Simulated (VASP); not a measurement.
Input of a VASP 6.6.1 run:

The input INCAR:

```
SYSTEM = MnS
PREC = Accurate ; ENCUT = 520
EDIFF = 1E-6 ; ISMEAR = 0
SIGMA = 0.05 ; LREAL = .False.
LASPH = .True. ; NELM = 150
ALGO = Normal ; ISIF = 2
LWAVE = .False. ; LCHARG = .True.
ISPIN = 2 ; MAGMOM = 4.92 -4.92 0 0
LORBIT = 11 ; LMAXMIX = 4
LDAU = .True. ; LDAUTYPE = 2
LDAUL = 2 -1 ; LDAUU = 3.9 0
LDAUJ = 0 0 ; LDAUPRINT = 1
GGA = PE ; LELF = .True.
LVHAR = .True. ; NBANDS = 31
```

File KPOINTS:

```
Automatic mesh
0
Gamma
  8 8 8
  0 0 0
```

File POSCAR:

```
MnS
1.0
   -2.6218391835     -2.6218391835      5.2656070008
   -5.2656070008     -2.6218391835      2.6218391835
   -2.6218391835     -5.2656070008      2.6218391835
Mn S
2 2
Direct
    0.0000000000      0.0000000000      0.0000000000
    0.5000000000      0.5000000000      0.5000000000
    1.2499999971     -0.7500000029     -0.7500000029
    1.7500000029     -0.2499999971     -0.2499999971
```

Potentials or basis: VASP PAW PBE potentials, release 64 (Mn_pv, S).

Run with:

```sh
$ cat potpaw_PBE.64/Mn_pv/POTCAR potpaw_PBE.64/S/POTCAR > POTCAR
$ mpirun -np 1 vasp_std > vasp.out
```

(1) Estimate the pressure.

(2) What does it give for the band gap on the k mesh?

## Answers

(1) -0.5 GPa.

(2) 2.30 eV.
